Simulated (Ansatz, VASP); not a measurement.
Sb: VASP beside Ansatz

File INCAR:

```
SYSTEM = Sb
  PREC = Accurate
  ENCUT = 520
  EDIFF = 1E-6
  ISMEAR = -1
  SIGMA = 0.1
  LREAL = .False.
  LASPH = .True.
  NELM = 100
  ALGO = Normal
  ISIF = 2
  LWAVE = .False.
  LCHARG = .False.
  GGA = B5
  ALDAX = 1.0
  AGGAX = 1.0
  AGGAC = 1.0
  ALDAC = 0.0
  NBANDS = 12
```

Contents of KPOINTS:

```
Automatic mesh
0
Gamma
  9 9 9
  0 0 0
```

POSCAR

```
Sb
1.0
    0.0000000000      3.4820794509      3.4820794509
    3.4820794509      0.0000000000      3.4820794509
    3.4820794509      3.4820794509      0.0000000000
Sb
2
Direct
    0.1250000000      0.1250000000      0.1250000000
    0.8750000000      0.8750000000      0.8750000000
```

Input for Ansatz:

```yaml
crystal:
  lattice:
    - [0.0, 3.4820794509, 3.4820794509]
    - [3.4820794509, 0.0, 3.4820794509]
    - [3.4820794509, 3.4820794509, 0.0]
  atoms:
    - { symbol: Sb, position: [0.125, 0.125, 0.125] }
    - { symbol: Sb, position: [0.875, 0.875, 0.875] }
hamiltonian:
  xc: blyp
  pseudopotentials:
    kind: paw
    azcp:
      Sb: "pseudopotentials/Sb.paw.azcp"
basis:
  ecutwfc: 420
  fft_grid_basis: typed
kpoints:
  mp_grid: { grid: [9, 9, 9], shift: [0, 0, 0] }
magnetization:
  spin_polarized: false
scf:
  occupations: { method: fermi_dirac, width: 0.1 }
  lower_state_search: "off"
output:
  stress: true
  write_density: true
  write_potential: true
  elf: true
  volumetric_format: npy
```

Alike in both runs: task single point; functional BLYP; k mesh 9 × 9 × 9; occupations fermi-dirac, width 0.1 eV; no spin polarisation.

|  | VASP | Ansatz |
| --- | --- | --- |
| version | VASP 6.6.1 | Ansatz 0.2.0 |
| potentials or method | VASP PAW PBE potentials, release 64 (Sb), cutoff 520 eV | plane waves (420 eV) with PAW, scalar-relativistic |
| valence electrons in the cell | 10 | 30 |

Ansatz gave:

```
pressure (GPa) : 2.6
```

Question: Estimate VASP's values.

Answer: Pressure (GPa): 2.8.

VASP's potentials were made for PBE, not for BLYP. With one functional, cell and mesh, what is left measures potentials, basis and numerics. VASP's potentials hold 10 valence electrons a cell and Ansatz's 30, so a difference there can come from the potentials and not from the codes.

Spin-orbit coupling is off throughout.
